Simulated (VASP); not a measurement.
# Mg2Al5 (P4/mmm) in VASP: single point with PBE

Aim: the single point of Mg2Al5 with PBE.

All numbers are computed with VASP 6.6.1; they aren't measurements. Logs are shortened: lines on timing, memory, paths and dates and some standing lists are left out, and cuts for length are marked.

## (1) The cell of the first run

Symmetry: P4/mmm, No. 123, tetragonal system. Conventional cell: a = 4.000 Å, b = 4.000 Å, c = 8.423 Å, α = 90.00°, β = 90.00°, γ = 90.00°. Mg (site symmetry 4mm) has 4 Al at 2.04 Å within 2.7 Å. Al (site symmetry m2m) has 4 Al at 1.97 to 2.03 Å and 2 Mg at 2.04 Å within 2.6 Å. Within 3.6 Å of Al (site symmetry 4/mmm) lie 2 Mg at 2.71 Å.

## (2) Single point, PBE

INCAR

```
SYSTEM = Mg2Al5
PREC     = Accurate       ! precision mode
ENCUT    = 520            ! plane-wave cutoff, eV
EDIFF    = 1E-6           ! SCF threshold, eV
ISMEAR   = 0              ! smearing method
SIGMA    = 0.1            ! smearing width, eV
LREAL    = .False.        ! projectors in reciprocal space
LASPH    = .True.         ! aspherical terms in the spheres
NELM     = 80             ! most SCF steps
ALGO     = Normal         ! electronic algorithm
ISIF     = 2              ! what is computed and relaxed
LWAVE    = .False.        ! write WAVECAR
LCHARG   = .True.         ! write CHGCAR
GGA      = PE             ! functional
LELF     = .True.         ! ELF
LVHAR    = .True.       
NBANDS   = 18             ! bands
```

KPOINTS

```
regular mesh
0
Gamma
  4 4 2
  0 0 0
```

POSCAR

```
Mg2Al5
1.0
    3.9998494700      0.0000000000      0.0000000000
    0.0000000000      3.9998494700      0.0000000000
    0.0000000000      0.0000000000      8.4229528800
Mg Al
2 5
Direct
    0.0000000000      0.0000000000      0.6778213900
    0.0000000000      0.0000000000      0.3221786100
    0.7539240900      0.7539240900      0.5000000000
    0.2460759100      0.2460759100      0.5000000000
    0.2460759100      0.7539240900      0.5000000000
    0.7539240900      0.2460759100      0.5000000000
    0.0000000000      0.0000000000      0.0000000000
```

Potentials or basis: VASP PAW PBE potentials, release 64 (Mg, Al).

The run is started by

```sh
$ cat potpaw_PBE.64/Mg/POTCAR potpaw_PBE.64/Al/POTCAR > POTCAR
$ mpirun -np 1 vasp_std > vasp.out
```

OUTCAR:

```text
SYSTEM = Mg2Al5
   PREC = Accurate
   ENCUT = 520
   EDIFF = 1E-6
   ISMEAR = 0
   LREAL = .False.
   LASPH = .True.
   NELM = 80
   ISIF = 2
   GGA = PE

 ion  position               nearest neighbor table
   1  0.000  0.000  0.678-   3 2.04   4 2.04   5 2.04   6 2.04   7 2.71   2 3.00   3 3.51   5 3.51
                             3 3.51   6 3.51   4 3.51   6 3.51   4 3.51   5 3.51
   2  0.000  0.000  0.322-   3 2.04   4 2.04   5 2.04   6 2.04   7 2.71   1 3.00   3 3.51   5 3.51
                             3 3.51   6 3.51   4 3.51   6 3.51   4 3.51   5 3.51
   3  0.754  0.754  0.500-   5 1.97   6 1.97   6 2.03   5 2.03   1 2.04   2 2.04   4 2.78   4 2.83
                             4 2.83   4 2.87   2 3.51   1 3.51   2 3.51   1 3.51
   4  0.246  0.246  0.500-   5 1.97   6 1.97   6 2.03   5 2.03   1 2.04   2 2.04   3 2.78   3 2.83
                             3 2.83   3 2.87   2 3.51   1 3.51   2 3.51   1 3.51
   5  0.246  0.754  0.500-   3 1.97   4 1.97   3 2.03   4 2.03   2 2.04   1 2.04   6 2.78   6 2.83
                             6 2.83   6 2.87   1 3.51   2 3.51   1 3.51   2 3.51
   6  0.754  0.246  0.500-   3 1.97   4 1.97   3 2.03   4 2.03   2 2.04   1 2.04   5 2.78   5 2.83
                             5 2.83   5 2.87   1 3.51   2 3.51   1 3.51   2 3.51
   7  0.000  0.000  0.000-   1 2.71   2 2.71

  LATTYP: Found a simple tetragonal cell.
 ALAT       =     3.9998494700
 C/A-ratio  =     2.1058174672

  Lattice vectors:

 A1 = (   3.9998494700,   0.0000000000,   0.0000000000)
 A2 = (   0.0000000000,   3.9998494700,   0.0000000000)
 A3 = (   0.0000000000,   0.0000000000,   8.4229528800)

Analysis of symmetry for initial positions (statically):
=====================================================================
 Subroutine PRICEL returns:
 Original cell was already a primitive cell.

 Routine SETGRP: Setting up the symmetry group for a
 simple tetragonal supercell.

 Subroutine GETGRP returns: Found 16 space group operations
 (whereof 16 operations were pure point group operations)
 out of a pool of 16 trial point group operations.

The static configuration has the point symmetry D_4h.

Analysis of symmetry for dynamics (positions and initial velocities):
=====================================================================
 Subroutine PRICEL returns:
 Original cell was already a primitive cell.

 Routine SETGRP: Setting up the symmetry group for a
 simple tetragonal supercell.

 Subroutine GETGRP returns: Found 16 space group operations
 (whereof 16 operations were pure point group operations)
 out of a pool of 16 trial point group operations.

The dynamic configuration has the point symmetry D_4h.

 Subroutine INISYM returns: Found 16 space group operations
 (whereof 16 operations are pure point group operations),
 and found     1 'primitive' translations

----------------------------------------------------------------------------------------

                                     Primitive cell

  volume of cell :     134.7571

  direct lattice vectors                    reciprocal lattice vectors
     3.999849470  0.000000000  0.000000000     0.250009408  0.000000000  0.000000000
     0.000000000  3.999849470  0.000000000     0.000000000  0.250009408  0.000000000
     0.000000000  0.000000000  8.422952880     0.000000000  0.000000000  0.118723210

  length of vectors
     3.999849470  3.999849470  8.422952880     0.250009408  0.250009408  0.118723210

  position of ions in fractional coordinates (direct lattice)
     0.000000000  0.000000000  0.677821390
     0.000000000  0.000000000  0.322178610
     0.753924090  0.753924090  0.500000000
     0.246075910  0.246075910  0.500000000
     0.246075910  0.753924090  0.500000000
     0.753924090  0.246075910  0.500000000
     0.000000000  0.000000000  0.000000000

  ion indices of the primitive-cell ions
   primitive index   ion index
                 1           1
                 2           2
                 3           3
                 4           4
                 5           5
                 6           6
                 7           7

----------------------------------------------------------------------------------------

 KPOINTS: regular mesh

Automatic generation of k-mesh.
 Grid dimensions read from file:
 generate k-points for:    4    4    2

 Generating k-lattice:

  Cartesian coordinates                     Fractional coordinates (reciprocal lattice)
     0.062502352  0.000000000  0.000000000     0.250000000  0.000000000  0.000000000
     0.000000000  0.062502352  0.000000000     0.000000000  0.250000000  0.000000000
     0.000000000  0.000000000  0.059361605     0.000000000  0.000000000  0.500000000

  Length of vectors
     0.062502352  0.062502352  0.059361605

  Shift w.r.t. Gamma in fractional coordinates (k-lattice)
     0.000000000  0.000000000  0.000000000

 Subroutine IBZKPT returns following result:
 ===========================================

 Found     12 irreducible k-points:

 Following reciprocal coordinates:
            Coordinates               Weight
  0.000000  0.000000  0.000000      1.000000
  0.250000  0.000000  0.000000      4.000000
  0.500000  0.000000  0.000000      2.000000
  0.250000  0.250000  0.000000      4.000000
  0.500000  0.250000  0.000000      4.000000
  0.500000  0.500000  0.000000      1.000000
  0.000000  0.000000  0.500000      1.000000
  0.250000  0.000000  0.500000      4.000000
  0.500000  0.000000  0.500000      2.000000
  0.250000  0.250000  0.500000      4.000000
  0.500000  0.250000  0.500000      4.000000
  0.500000  0.500000  0.500000      1.000000
   k-points           NKPTS =     12   k-points in BZ     NKDIM =     12   number of bands    NBANDS=     18
   number of dos      NEDOS =    301   number of ions     NIONS =      7
   total plane-waves  NPLWV =  57600
   dimension x,y,z NGX =    30 NGY =   30 NGZ =   64
   dimension x,y,z NGXF=    60 NGYF=   60 NGZF=  128
   ions per type =               2   5
   NGX,Y,Z   is equivalent  to a cutoff of  12.47, 12.47, 12.63 a.u.
   NGXF,Y,Z  is equivalent  to a cutoff of  24.94, 24.94, 25.26 a.u.
 SYSTEM =  Mg2Al5
   PREC   = accura    normal or accurate (medium, high low for compatibility)
   ISTART =      0    job   : 0-new  1-cont  2-samecut
   ICHARG =      2    charge: 1-file 2-atom 10-const
   ISPIN  =      1    spin polarized calculation?
   LNONCOLLINEAR =      F non collinear calculations
   LSORBIT =      F    spin-orbit coupling
   LASPH  =      T    aspherical Exc in radial PAW
   ENCUT  =  520.0 eV  38.22 Ry    6.18 a.u.   7.44  7.44 15.66*2*pi/ulx,y,z
   NELM   =     80;   NELMIN=  2; NELMDL= -5     # of ELM steps
   EDIFF  = 0.1E-05   stopping-criterion for ELM
   LREAL  =      F    real-space projection
   EDIFFG = 0.1E-04   stopping-criterion for IOM
   NSW    =      0    number of steps for IOM
   IBRION =     -1    ionic relax: 0-MD 1-quasi-New 2-CG
   NFREE  =      0    steps in history (QN), initial steepest desc. (CG)
   ISIF   =      2    stress and relaxation
   ISYM   =      2    0-nonsym 1-usesym 2-fastsym
   POTIM  = 0.5000    time-step for ionic-motion
   TEBEG  =    0.0;   TEEND  =   0.0 temperature during run
   PSTRESS=    0.0 pullay stress
   NELECT =      19.0000    total number of electrons
   NUPDOWN=      -1.0000    fix difference up-down
   EMIN   =  10.00;   EMAX   =-10.00  energy-range for DOS
   EFERMI =   0.00;   METHOD = LEGACY
   ISMEAR =     0;   SIGMA  =   0.10  broadening in eV -4-tet -1-fermi 0-gaus
   EFERMI_NEDOS =   21; number of points for ismear=-14 and -15
   IALGO  =     38    algorithm
   IMIX   =      4    mixing-type and parameters
     AMIX     =   0.40;   BMIX     =  1.00
     AMIX_MAG =   1.60;   BMIX_MAG =  1.00
  volume/ion in A,a.u.               =      19.25       129.91
  Fermi-wavevector in a.u.,A,eV,Ry     =   0.852070  1.610180  9.878156  0.726024
  Thomas-Fermi vector in A             =   1.968302
   LORBIT       =      0    0 simple, 1 ext, 2 COOP (PROOUT), +10 PAW based schemes
   GGA     = PE    functional components
   LHFCALC =     F    Hartree Fock is set to
   AEXX    =    0.0000 exact exchange contribution
   IVDW    =     0    specifies the selected vdW correction
   LEPSILON=     F    determine dielectric tensor
   LRPA    =     F    only Hartree local field effects (RPA)
 non-spin polarized calculation
 Gauss-broadening in eV      SIGMA  =   0.10
  energy-cutoff  :      520.00
  volume of cell :      134.76
 maximum number of plane-waves:      3672
 NGX is ok and might be reduce to    30
   NGX = 15   NGY = 15   NGZ = 31

 number of electron      19.0000000 magnetization

 Free energy of the ion-electron system (eV)
  ---------------------------------------------------
  ext. energy  EPLUGINS =         0.00000000
  ---------------------------------------------------
  free energy    TOTEN  =        10.89633428 eV

  energy without entropy =       10.91648636  energy(sigma->0) =       10.90641032

 E-fermi :   4.9218     XC(G=0):  -8.6251

 val. band max:        4.8771265029   @ k =   0.2500   0.2500   0.0000
 cond. band min:       4.9469609766   @ k =   0.5000   0.5000   0.0000
 fundamental gap:      0.0698344737
 Fermi energy:         4.9218179968

 k-point     1 :       0.0000    0.0000    0.0000
  band No.  band energies     occupation
      1      -8.3838      2.00000
      2      -1.4435      2.00000
      3      -1.2009      2.00000
      4      -0.6630      2.00000
      5      -0.4506      2.00000
      6       1.5354      2.00000
[... 10 lines left out ...]
     17       8.2066      0.00000
     18       8.2066      0.00000

 k-point     2 :       0.2500    0.0000    0.0000
  band No.  band energies     occupation
      1      -7.8489      2.00000
      2      -3.4218      2.00000
      3      -0.9277      2.00000
      4      -0.5015      2.00000
      5      -0.0405      2.00000
      6       1.9918      2.00000
[... 10 lines left out ...]
     17      10.1956      0.00000
     18      10.7851      0.00000
[... 190 lines left out ...]
 k-point    12 :       0.5000    0.5000    0.5000
  band No.  band energies     occupation
      1      -5.2781      2.00000
      2      -3.7835      2.00000
      3      -3.7835      2.00000
      4      -2.8122      2.00000
      5       1.1367      2.00000
      6       2.4668      2.00000
[... 10 lines left out ...]
     17       9.8060      0.00000
     18       9.8061      0.00000

------------------------ aborting loop because EDIFF is reached ----------------------------------------

  FORCE on cell =-STRESS in cart. coord.  units (eV):
  Direction    XX          YY          ZZ          XY          YZ          ZX
  --------------------------------------------------------------------------------------
  -------------------------------------------------------------------------------------
  Total       79.0837782     79.0837782     57.3423386      0.0000000      0.0000000      0.0000000
  in kB      940.2564595    940.2564595    681.7643961      0.0000000      0.0000000      0.0000000
  external PRESSURE =     854.0924384 kB  Pullay stress =       0.0000000 kB

 VOLUME and BASIS-vectors are now :
 -----------------------------------------------------------------------------
  energy-cutoff  :      520.00
  volume of cell :      134.76
      direct lattice vectors                 reciprocal lattice vectors
     3.999849470  0.000000000  0.000000000     0.250009408  0.000000000  0.000000000
     0.000000000  3.999849470  0.000000000     0.000000000  0.250009408  0.000000000
     0.000000000  0.000000000  8.422952880     0.000000000  0.000000000  0.118723210

 POSITION                                       TOTAL-FORCE (eV/Angst)
 -----------------------------------------------------------------------------------
      0.00000      0.00000      5.70926        -0.000000     -0.000000     18.523011
      0.00000      0.00000      2.71370        -0.000000     -0.000000    -18.523011
      3.01558      3.01558      4.21148        -7.125563     -7.125563      0.000000
      0.98427      0.98427      4.21148         7.125563      7.125563      0.000000
      0.98427      3.01558      4.21148         7.125563     -7.125563      0.000000
      3.01558      0.98427      4.21148        -7.125563      7.125563      0.000000
      0.00000      0.00000      0.00000        -0.000000     -0.000000      0.000000
 -----------------------------------------------------------------------------------
    total drift:                               -0.000000     -0.000000      0.000000

  FREE ENERGIE OF THE ION-ELECTRON SYSTEM (eV)
  ---------------------------------------------------
  free  energy   TOTEN  =        10.8963342810 eV

  energy  without entropy=       10.9164863596  energy(sigma->0) =       10.90641032
```

Run time: 67 s. Hardware: 1 thread of AMD EPYC 7R43 (Zen 3), shared host; peak memory 0.19 GiB.

What came out:

```
Free energy   : 10.8963 eV
Pressure      : 85.4 GPa
Largest force : 18.523 eV/Å
```

Forces on the atoms (eV/Å):
```
Mg    0.000   0.000  18.523
Mg    0.000   0.000 -18.523
Al   -7.126  -7.126   0.000
Al    7.126   7.126   0.000
Al    7.126  -7.126   0.000
Al   -7.126   7.126   0.000
Al    0.000   0.000   0.000
```

Caveat: the k points lie up to 0.39 Å⁻¹ apart; forces of over 1 eV/Å act on the atoms, so gaps and moduli don't describe the material at rest.
